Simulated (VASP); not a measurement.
Wanted: the native input for a VASP 6.6.1 run.

```yaml
Task: single point
Functional: PBEsol
Potentials_or_basis: VASP PAW PBE potentials, release 64 (K_sv, Cl)
Cutoff: 520 eV
k_mesh: 7 × 7 × 7
Occupations: fermi-dirac, width 0.05 eV
Spin: no spin polarisation
Dipole_correction: no
Further_INCAR_settings: ALGO = Normal; EDIFF = 1e-07; NBANDS = 15
```

The structure of KCl (Sylvite) lies in POSCAR:

```
KCl
1.0
    0.0000000000      2.9447716430      2.9447716430
    2.9447716430      0.0000000000      2.9447716430
    2.9447716430      2.9447716430      0.0000000000
K Cl
1 1
Direct
    0.0000000000      0.0000000000      0.0000000000
    0.5000000000      0.5000000000      0.5000000000
```

The input as run:

INCAR

```
  PREC = Accurate
  ENCUT = 520
  EDIFF = 1E-7
  ISMEAR = -1
  SIGMA = 0.05
  LREAL = False
  LASPH = True
  NELM = 80
  ALGO = Normal
  ISIF = 2
  LWAVE = False
  LCHARG = False
  GGA = PS
  NBANDS = 15
```

KPOINTS

```
Automatic mesh
0
Gamma
  7 7 7
```

Potentials or basis: VASP PAW PBE potentials, release 64 (K_sv, Cl).

Run with:

```sh
$ cat potpaw_PBE.64/K_sv/POTCAR potpaw_PBE.64/Cl/POTCAR > POTCAR
$ mpirun -np 1 vasp_std > vasp.out
```

Results of the run:

* Pressure: 5.1 GPa
* Band gap on the k mesh: 5.74 eV, direct

Caveat: the PAW data sets were made with another functional, which shifts forces and pressure a little.

It took 17 s on 1 thread of Intel(R) Xeon(R) Platinum 8259CL CPU @ 2.50GHz (Skylake/Cascade Lake), with other jobs on the host, peak memory 0.17 GiB.
